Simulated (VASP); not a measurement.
# NiGe15 (F-43m) in VASP: single point with PBEsol+U

Aim: the single point of NiGe15 with PBEsol+U.

Program: VASP 6.6.1. These are calculated values, not measurements. Logs are shortened: lines on timing, memory, paths and dates and some standing lists are left out, and cuts for length are marked.

**1. The cell of the first run**

It takes space group F-43m (No. 216, cubic). The conventional cell has a = 11.315 Å, b = 11.315 Å, c = 11.315 Å, α = 90.00°, β = 90.00°, γ = 90.00°. Within 3.0 Å of Ni (site symmetry -43m) lie 4 Ge at 2.27 Å. Within 3.3 Å of Ge (site symmetry 2mm) lie 4 Ge at 2.47 to 2.49 Å. Ge (site symmetry -43m) has 4 Ge at 2.49 Å within 3.3 Å. Within 3.0 Å of Ge (site symmetry 3m) lie 1 Ni at 2.27 Å and 3 Ge at 2.49 Å. Within 3.3 Å of Ge (site symmetry 3m) lie 4 Ge at 2.47 to 2.49 Å.

**2. Single point, PBEsol+U, collinear spin, ferromagnetic start**

INCAR reads:

```
ALGO = Normal ; EDIFF = 1E-7
ENCUT = 520 ; GGA = PS
ISIF = 2 ; ISMEAR = 0
ISPIN = 2 ; LASPH = T
LCHARG = T ; LDAU = T
LDAUJ = 0 0 ; LDAUL = 2 -1
LDAUPRINT = 1 ; LDAUTYPE = 2
LDAUU = 5 0 ; LELF = T
LMAXMIX = 4 ; LORBIT = 11
LREAL = Auto ; LVHAR = T
LWAVE = F ; MAGMOM = 4 0 0 0 0 0 0 0 0 0 0 0 0 0 0 0
NBANDS = 128 ; NELM = 150
PREC = Accurate ; SIGMA = 0.05
```

KPOINTS reads:

```
k-points
0
Gamma
  3 3 3
```

POSCAR reads:

```
NiGe15
1.0
    0.0000000000      5.6575400000      5.6575400000
    5.6575400000      0.0000000000      5.6575400000
    5.6575400000      5.6575400000      0.0000000000
Ni Ge
1 15
Direct
    1.0000000000      0.0000000000      0.0000000000
    0.0045283752      0.0045283752      0.4954716248
    0.0045283752      0.4954716248      0.0045283752
    0.0045283752      0.4954716248      0.4954716248
    0.4954716248      0.0045283752      0.0045283752
    0.4954716248      0.0045283752      0.4954716248
    0.4954716248      0.4954716248      0.0045283752
    0.5000000000      0.5000000000      0.5000000000
    0.1156763553      0.1156763553      0.1156763553
    0.1156763553      0.1156763553      0.6529709342
    0.1156763553      0.6529709342      0.1156763553
    0.1193427411      0.6268857530      0.6268857530
    0.6529709342      0.1156763553      0.1156763553
    0.6268857530      0.1193427411      0.6268857530
    0.6268857530      0.6268857530      0.1193427411
    0.6268857530      0.6268857530      0.6268857530
```

Potentials or basis: VASP PAW PBE potentials, release 64 (Ni, Ge_d).

Command:

```console
$ cat potpaw_PBE.64/Ni/POTCAR potpaw_PBE.64/Ge_d/POTCAR > POTCAR
$ mpirun -np 1 vasp_std > vasp.out
```

OUTCAR:

```text
EDIFF = 1E-7
   ENCUT = 520
   GGA = PS
   ISIF = 2
   ISMEAR = 0
   ISPIN = 2
   LASPH = T
   LORBIT = 11
   LREAL = Auto
   NELM = 150
   PREC = Accurate

 ion  position               nearest neighbor table
   1  0.000  0.000  0.000-  10 2.27  11 2.27  13 2.27   9 2.27
   2  0.005  0.005  0.495-  12 2.47  14 2.47   9 2.49  10 2.49
   3  0.005  0.495  0.005-  12 2.47  15 2.47   9 2.49  11 2.49
   4  0.005  0.495  0.495-  16 2.47  12 2.47  10 2.49  11 2.49
   5  0.495  0.005  0.005-  14 2.47  15 2.47   9 2.49  13 2.49
   6  0.495  0.005  0.495-  16 2.47  14 2.47  10 2.49  13 2.49
[... 8 lines left out ...]
  15  0.627  0.627  0.119-   3 2.47   5 2.47   7 2.47   8 2.49
  16  0.627  0.627  0.627-   4 2.47   6 2.47   7 2.47   8 2.49

  LATTYP: Found a face centered cubic cell.
 ALAT       =    11.3150800000

  Lattice vectors:

 A1 = (   0.0000000000,   5.6575400000,   5.6575400000)
 A2 = (   5.6575400000,   0.0000000000,   5.6575400000)
 A3 = (   5.6575400000,   5.6575400000,   0.0000000000)

Analysis of symmetry for initial positions (statically):
=====================================================================
 Subroutine PRICEL returns:
 Original cell was already a primitive cell.

 Routine SETGRP: Setting up the symmetry group for a
 face centered cubic supercell.

 Subroutine GETGRP returns: Found 24 space group operations
 (whereof 24 operations were pure point group operations)
 out of a pool of 48 trial point group operations.

The static configuration has the point symmetry T_d .

Analysis of symmetry for dynamics (positions and initial velocities):
=====================================================================
 Subroutine PRICEL returns:
 Original cell was already a primitive cell.

 Routine SETGRP: Setting up the symmetry group for a
 face centered cubic supercell.

 Subroutine GETGRP returns: Found 24 space group operations
 (whereof 24 operations were pure point group operations)
 out of a pool of 48 trial point group operations.

The dynamic configuration has the point symmetry T_d .

Analysis of structural, dynamic, and magnetic symmetry:
=====================================================================
 Subroutine PRICEL returns:
 Original cell was already a primitive cell.

 Routine SETGRP: Setting up the symmetry group for a
 face centered cubic supercell.

 Subroutine GETGRP returns: Found 24 space group operations
 (whereof 24 operations were pure point group operations)
 out of a pool of 48 trial point group operations.
[... 189 lines left out ...]
  ext. energy  EPLUGINS =         0.00000000
  ---------------------------------------------------
  free energy    TOTEN  =       -76.16268108 eV

  energy without entropy =      -76.14596267  energy(sigma->0) =      -76.15432188

 E-fermi :   3.9174     XC(G=0): -10.1063

 val. band max:        3.9173444917   @ k =   0.3333   0.0000   0.0000
 cond. band min:       3.9173658038   @ k =   0.3333   0.0000   0.0000
 fundamental gap:      0.0000213121
 Fermi energy:         3.9173559344

 spin component 1

 k-point     1 :       0.0000    0.0000    0.0000
  band No.  band energies     occupation
      1     -20.2570      1.00000
      2     -20.2570      1.00000
      3     -20.2570      1.00000
      4     -20.1988      1.00000
      5     -20.1988      1.00000
      6     -20.1988      1.00000
[... 489 lines left out ...]
    121       7.8817      0.00000
    122       8.0275      0.00000
 Fermi energy:         3.9173559344

 spin component 2

 k-point     1 :       0.0000    0.0000    0.0000
  band No.  band energies     occupation
      1     -20.2570      1.00000
      2     -20.2570      1.00000
      3     -20.2570      1.00000
      4     -20.1988      1.00000
      5     -20.1988      1.00000
      6     -20.1988      1.00000
[... 489 lines left out ...]
    121       7.8817      0.00000
    122       8.0275      0.00000
 [bands above 122 left out]

------------------------ aborting loop because EDIFF is reached ----------------------------------------

  FORCE on cell =-STRESS in cart. coord.  units (eV):
  Direction    XX          YY          ZZ          XY          YZ          ZX
  --------------------------------------------------------------------------------------
  -------------------------------------------------------------------------------------
  Total       -3.8497546     -3.8497546     -3.8497546      0.0000000     -0.0000000      0.0000000
  in kB      -17.0306307    -17.0306307    -17.0306307      0.0000000     -0.0000000      0.0000000
  external PRESSURE =     -17.0306307 kB  Pullay stress =       0.0000000 kB

 VOLUME and BASIS-vectors are now :
 -----------------------------------------------------------------------------
  energy-cutoff  :      520.00
  volume of cell :      362.17
      direct lattice vectors                 reciprocal lattice vectors
     0.000000000  5.657540000  5.657540000    -0.088377634  0.088377634  0.088377634
     5.657540000  0.000000000  5.657540000     0.088377634 -0.088377634  0.088377634
     5.657540000  5.657540000  0.000000000     0.088377634  0.088377634 -0.088377634

 POSITION                                       TOTAL-FORCE (eV/Angst)
 -----------------------------------------------------------------------------------
      0.00000      0.00000      0.00000        -0.000000     -0.000000     -0.000000
      2.82877      2.82877      0.05124        -0.000000     -0.000000      0.014884
      2.82877      0.05124      2.82877        -0.000000      0.014884     -0.000000
      5.60630      2.82877      2.82877        -0.014884     -0.000000     -0.000000
      0.05124      2.82877      2.82877         0.014884     -0.000000     -0.000000
      2.82877      5.60630      2.82877        -0.000000     -0.014884     -0.000000
[... 8 lines left out ...]
      4.22182      4.22182      7.09326        -0.000096     -0.000096      0.000096
      7.09326      7.09326      7.09326         0.000096      0.000096      0.000096
 -----------------------------------------------------------------------------------
    total drift:                               -0.000002     -0.000002     -0.000002

  FREE ENERGIE OF THE ION-ELECTRON SYSTEM (eV)
  ---------------------------------------------------
  free  energy   TOTEN  =       -76.1626810840 eV

  energy  without entropy=      -76.1459626730  energy(sigma->0) =      -76.15432188

 total charge

# of ion       s       p       d       tot
------------------------------------------
    1        0.522   0.421   8.716   9.659
    2        1.149   1.199  10.018  12.366
    3        1.149   1.199  10.018  12.366
    4        1.149   1.199  10.018  12.366
    5        1.149   1.199  10.018  12.366
    6        1.149   1.199  10.018  12.366
[... 8 lines left out ...]
   15        1.136   1.222  10.018  12.376
   16        1.136   1.222  10.018  12.376
--------------------------------------------------
tot         17.768  18.328 159.037 195.132

 magnetization (x)

# of ion       s       p       d       tot
------------------------------------------
    1       -0.000   0.000  -0.000  -0.000
    2        0.000  -0.000  -0.000  -0.000
    3        0.000  -0.000  -0.000  -0.000
    4        0.000  -0.000  -0.000  -0.000
    5        0.000  -0.000  -0.000  -0.000
    6        0.000  -0.000  -0.000  -0.000
[... 8 lines left out ...]
   15        0.000  -0.000  -0.000  -0.000
   16        0.000  -0.000  -0.000  -0.000
--------------------------------------------------
tot          0.000  -0.000  -0.000  -0.000
```

OSZICAR:

```text
N       E                     dE             d eps       ncg     rms          rms(c)
DAV:   1     0.340763727073E+04    0.34076E+04   -0.90741E+04  2384   0.468E+03
DAV:   2     0.723761123099E+03   -0.26839E+04   -0.25935E+04  2048   0.128E+03
DAV:   3     0.379898182828E+02   -0.68577E+03   -0.66244E+03  2064   0.314E+02
DAV:   4    -0.689461535617E+02   -0.10694E+03   -0.99990E+02  2312   0.122E+02
[... 22 lines left out ...]
DAV:  27    -0.761626812569E+02    0.11500E-05   -0.26336E-06  2296   0.565E-02    0.768E-03
DAV:  28    -0.761626808039E+02    0.45300E-06   -0.34051E-06  2528   0.357E-02    0.555E-03
DAV:  29    -0.761626811073E+02   -0.30341E-06   -0.13321E-06  2376   0.206E-02    0.344E-03
DAV:  30    -0.761626810840E+02    0.23356E-07   -0.45057E-07  1672   0.785E-03
   1 F= -.76162681E+02 E0= -.76154322E+02  d E =-.167184E-01  mag=    -0.0001
```

stdout:

```text
POSCAR found type information on POSCAR NiGe
 POSCAR found :  2 types and      16 ions
 scaLAPACK will be used
 -----------------------------------------------------------------------------
|                                                                             |
|                                                                             |
|     You enforced a specific xc type in the INCAR file but a different       |
|     I HOPE YOU KNOW WHAT YOU ARE DOING!                                     |
|                                                                             |
 -----------------------------------------------------------------------------

 LDA part: xc-table for (Slater+PW92), standard interpolation
 POSCAR, INCAR and KPOINTS ok, starting setup
 FFT: planning ... GRIDC
 FFT: planning ... GRID_SOFT
 FFT: planning ... GRID
 WAVECAR not read
 entering main loop
```

Wall time 19 min (1 thread of Oxide Virtual Turin-like, shared host); peak memory 0.75 GiB.

What came out:

- Free energy: -76.1627 eV
- Pressure: -1.7 GPa
- Largest force: 0.226 eV/Å
- Band gap on the k mesh: zero (filled and empty bands overlap)
- Net moment: 0.00 μB per cell
- Valence electrons inside the program's atomic spheres: Ni 9.66; Ge 12.37, 12.36, 12.35, 12.38 (each value once)

Forces in eV/Å, atoms in the order of the input:
```
Ni   0.000  0.000  0.000
Ge   0.000  0.000  0.015
Ge   0.000  0.015  0.000
Ge  -0.015  0.000  0.000
Ge   0.015  0.000  0.000
Ge   0.000 -0.015  0.000
Ge   0.000  0.000 -0.015
Ge   0.000  0.000  0.000
Ge  -0.131 -0.131 -0.131
Ge   0.131  0.131 -0.131
Ge   0.131 -0.131  0.131
Ge   0.000  0.000  0.000
Ge  -0.131  0.131  0.131
Ge   0.000  0.000  0.000
Ge   0.000  0.000  0.000
Ge   0.000  0.000  0.000
```

Eigenvalues of the final occupation matrices:
```
    site  spin  trace               eigenvalues
site 1 d     1   4.38  0.85 0.85 0.85 0.91 0.91
site 1 d     2   4.38  0.85 0.85 0.85 0.91 0.91
```

Caveat: the moments typed at the start vanished in this run; the PAW data sets were made with another functional, which shifts forces and pressure a little; the U is typed as a test and isn't derived for this compound.
